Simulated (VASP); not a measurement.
Write the native input for VASP 6.6.1 that does the following.

```yaml
Task: single point
Functional: LDA
Potentials_or_basis: VASP PAW LDA potentials, release 64 (Co)
Cutoff: 520 eV
k_mesh: 10 × 10 × 6
Occupations: gaussian, width 0.05 eV
Spin: collinear spin, ferromagnetic start
Starting_moments: "[2.5, 2.5] μB"
Dipole_correction: no
Further_INCAR_settings: ALGO = Normal; EDIFF = 1e-07; NBANDS = 20
```

The structure of Co lies in POSCAR:

```
Co
1.0
    2.4274466462      0.0000000000      0.0000000000
   -1.2137233231      2.1022304620      0.0000000000
    0.0000000000      0.0000000000      3.9127109659
Co
2
Direct
    0.3333333333      0.6666666667      0.2500000000
    0.6666666667      0.3333333333      0.7500000000
```

The input as run:

INCAR

```
SYSTEM = Co
ALGO = Normal
EDIFF = 1E-7
ENCUT = 520
ISIF = 2
ISMEAR = 0
ISPIN = 2
LASPH = .True.
LCHARG = .True.
LELF = .True.
LMAXMIX = 4
LORBIT = 11
LREAL = .False.
LVHAR = .True.
LWAVE = .False.
MAGMOM = 2.5 2.5
NBANDS = 20
NELM = 150
PREC = Accurate
SIGMA = 0.05
```

KPOINTS

```
k-points
0
Gamma
  10 10 6
  0 0 0
```

Potentials or basis: VASP PAW LDA potentials, release 64 (Co).

Launch:

```bash
$ cat potpaw_LDA.64/Co/POTCAR > POTCAR
$ mpirun -np 1 vasp_std > vasp.out
```

Results of the run:

```yaml
Pressure: -1.1 GPa
Net_moment: 2.91 μB per cell
Site_moments: Co +1.45 μB
Valence_electrons_inside_the_program's_atomic_spheres: Co 8.46
```

Wall time 25 s on 1 thread of Intel(R) Xeon(R) 6975P-C (Granite Rapids) (shared host), peak memory 0.14 GiB.
